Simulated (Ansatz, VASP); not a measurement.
One calculation of BN, two programs

The input POSCAR:

```
BN
1.0
    0.0000000000      1.7800200504      1.7800200504
    1.7800200504      0.0000000000      1.7800200504
    1.7800200504      1.7800200504      0.0000000000
B N
1 1
Direct
    0.0000000000      0.0000000000      0.0000000000
    0.2500000000      0.2500000000      0.2500000000
```

Contents of INCAR.step1:

```
SYSTEM = BN
PREC = Accurate
ENCUT = 520
EDIFF = 1E-5
ISMEAR = 0
SIGMA = 0.02
LREAL = .False.
LASPH = .True.
NELM = 100
ALGO = Normal
ISIF = 2
LWAVE = .True.
LCHARG = .False.
NBANDS = 11
GGA = PE
```

The input INCAR.step2:

```
SYSTEM = BN
PREC = Accurate
ENCUT = 520
EDIFF = 1E-6
ISMEAR = 0
SIGMA = 0.02
LREAL = .False.
LASPH = .True.
NELM = 100
ALGO = Normal
ISIF = 2
LWAVE = .False.
LCHARG = .False.
GGA = PE
LHFCALC = .True.
HFSCREEN = 0.2079
PRECFOCK = Normal
NBANDS = 11
ISTART = 1
```

File KPOINTS:

```
Automatic mesh
0
Gamma
  6 6 6
  0 0 0
```

Input for Ansatz:

```yaml
crystal:
  lattice:
    - [0.0, 1.7800200504, 1.7800200504]
    - [1.7800200504, 0.0, 1.7800200504]
    - [1.7800200504, 1.7800200504, 0.0]
  atoms:
    - { symbol: B, position: [0.0, 0.0, 0.0] }
    - { symbol: "N", position: [0.25, 0.25, 0.25] }
basis:
  ecutwfc: 420
kpoints:
  mp_grid: { grid: [6, 6, 6] }
hamiltonian:
  xc: hse06
scf:
  occupations: { method: gaussian, width: 0.02 }
output:
  forces: true
  stress: true
  eigenvalues: true
  write_density: true
  write_potential: true
  elf: true
  volumetric_format: npy
```

Alike in both runs: task single point; functional HSE06; k mesh 6 × 6 × 6; occupations gaussian, width 0.02 eV; no spin polarisation.

```csv
,VASP,Ansatz
version,VASP 6.6.1,Ansatz 0.2.0
potentials or method,"VASP PAW PBE potentials, release 64 (B, N), cutoff 520 eV","scalar-relativistic, plane waves, PAW"
valence electrons in the cell,8,8
```

|  | VASP | Ansatz | Ansatz less VASP |
| --- | --- | --- | --- |
| gap on the k mesh at the Fermi level (eV) | 5.83 | 5.85 | +0.014 |
| least direct gap on the mesh (eV) | 10.79 | 10.81 | +0.017 |
| pressure (GPa) | 13.6 | 13.0 | -0.66 |

Ansatz's warnings: stress exchange threshold loose, stress scf threshold loose.

The k mesh is coarse, so the values compare programs but aren't converged.
